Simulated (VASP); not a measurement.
ScGa2As3: single point with PBE

ScGa2As3:

```xyz
12
Lattice="-4.1258 4.1237 0.0076 4.1159 4.1140 -0.0059 2.0786 -2.0638 -8.9931" Properties=species:S:1:pos:R:3 pbc="T T T"
Sc   -0.0127   -0.0028    0.0009
Sc   -0.0177    4.1154    0.0005
Ga    0.0037    4.1192   -5.9149
Ga    0.0082    0.0000   -5.9174
Ga    2.0719    2.0572   -3.0749
Ga   -2.0494    2.0628   -3.0690
As    0.0017    2.0599   -7.3414
As    4.1219    2.0540   -7.3489
As    0.0125    2.0559   -1.6474
As    0.0084    6.1757   -1.6456
As   -2.0555    4.1220   -4.4911
As    2.0661    4.1170   -4.4972
```

| Property | Result |
| --- | --- |
| Program | VASP 6.6.1 |
| Task | single point |
| Functional | PBE |
| Potentials or basis | VASP PAW PBE potentials, release 64 (Sc_sv, Ga_d, As) |
| Cutoff | 520 eV |
| k mesh | 4 × 2 × 4 |
| Occupations | gaussian, width 0.1 eV |
| Spin | no spin polarisation |

```json
{
  "Pressure": "0.2 GPa",
  "Largest force": "0.011 eV/Å",
  "Band gap on the k mesh": "0.40 eV"
}
```

Forces in eV/Å, atoms in the order of the input:
```
Sc   0.003  0.001 -0.002
Sc  -0.001  0.000  0.001
Ga  -0.002 -0.003 -0.006
Ga  -0.002 -0.002 -0.004
Ga  -0.002 -0.001  0.003
Ga  -0.002 -0.003  0.004
As   0.003  0.002  0.004
As   0.001  0.004  0.010
As   0.002  0.003 -0.005
As  -0.001  0.001 -0.010
As   0.000  0.000  0.003
As  -0.002 -0.002  0.002
```

Levels at points of the mesh, in eV from the valence-band top:
```
           k point  band 48  band 49  band 50  band 51  band 52  band 53  band 54  band 55  band 56  band 57
(0.00, 0.00, 0.00)    -0.89    -0.88    -0.58    -0.34    -0.33     0.40     0.98     1.20     1.71     1.85
(0.50, 0.00, 0.00)    -1.27    -1.01    -1.01    -0.58    -0.58     1.52     1.53     1.71     1.71     1.84
(0.00, 0.50, 0.00)    -1.30    -1.16    -1.16    -0.49    -0.49     1.37     1.37     1.69     1.69     1.72
(0.50, 0.50, 0.00)    -0.89    -0.86    -0.86    -0.57    -0.57     1.32     1.33     1.83     1.83     2.08
(0.00, 0.00, 0.50)    -1.19    -1.19    -1.19    -0.01     0.00     0.98     1.02     1.20     1.47     1.71
(0.50, 0.00, 0.50)    -1.28    -1.02    -1.01    -0.58    -0.58     1.52     1.52     1.71     1.71     1.86
(0.00, 0.50, 0.50)    -1.46    -0.77    -0.77    -0.76    -0.76     1.62     1.62     1.76     1.76     2.05
(0.50, 0.50, 0.50)    -0.89    -0.86    -0.86    -0.57    -0.57     1.32     1.32     1.83     1.83     2.08
```

Wall time 5 min on 1 thread of AMD EPYC 9R45 96-Core Processor (Zen 5) (shared host), peak memory 0.57 GiB.

Caveat: the k points lie up to 0.54 Å⁻¹ apart; semilocal functionals underestimate gaps, and a narrow one can read as zero. A k mesh can miss the band edges.
